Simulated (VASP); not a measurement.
Here is a VASP 6.6.1 calculation.

Contents of INCAR:

```
SYSTEM = Al16In
PREC = Accurate
ENCUT = 520
EDIFF = 1E-6
ISMEAR = -1
SIGMA = 0.15
LREAL = Auto
LASPH = .True.
NELM = 100
ALGO = Normal
ISIF = 2
LWAVE = .False.
LCHARG = .True.
GGA = PE
LELF = .True.
LVHAR = .True.
NBANDS = 44
```

Contents of KPOINTS:

```
regular mesh
0
Gamma
  2 3 1
  0 0 0
```

Contents of POSCAR:

```
Al16In
1.0
    8.1000000000      0.0000000000      0.0000000000
    0.0000000000      5.7275650000      0.0000000000
    0.0000000000      0.0000000000     15.2956740000
Al In
16 1
Direct
    0.2500000000      0.2500015277      0.0653779624
    0.7500000000      0.2500015277      0.0653779624
    0.2500000000      0.7500045831      0.0653779624
    0.7500000000      0.7500045831      0.0653779624
   -0.0288024691     -0.0293143771      0.1358880949
    0.5098518519     -0.0391091153      0.1257022083
   -0.0012469136      0.5232590115      0.1287161324
    0.4943086420      0.4974016009      0.1402357294
    0.1954444444      0.2721575399      0.2228473227
    0.7641111111      0.2362958779      0.2483316525
    0.2313086420      0.7302230529      0.2380869258
    0.7534938272      0.7389876850      0.2464291538
   -0.0093333333      0.0221909311      0.3479349782
    0.4777160494      0.0222083905      0.3266021491
    0.0226543210      0.4941541475      0.3215549704
    0.4794691358      0.5401248174      0.3236993675
    0.2517037037      0.8244341182      0.4519447786
```

Potentials or basis: VASP PAW PBE potentials, release 64 (Al, In_d).

Run with:

```bash
$ cat potpaw_PBE.64/Al/POTCAR potpaw_PBE.64/In_d/POTCAR > POTCAR
$ mpirun -np 1 vasp_std > vasp.out
```

(1) Estimate the largest force.

(2) Predict the band gap on the k mesh.

Answers

(1) 2.193 eV/Å.

(2) zero (an odd number of electrons rules out a gap without spin polarisation).

Caveat: the k points lie up to 0.39 Å⁻¹ apart, too coarse for converged energies and pressures of a metal; spin-orbit coupling is left out, which moves the levels of the heavy elements.
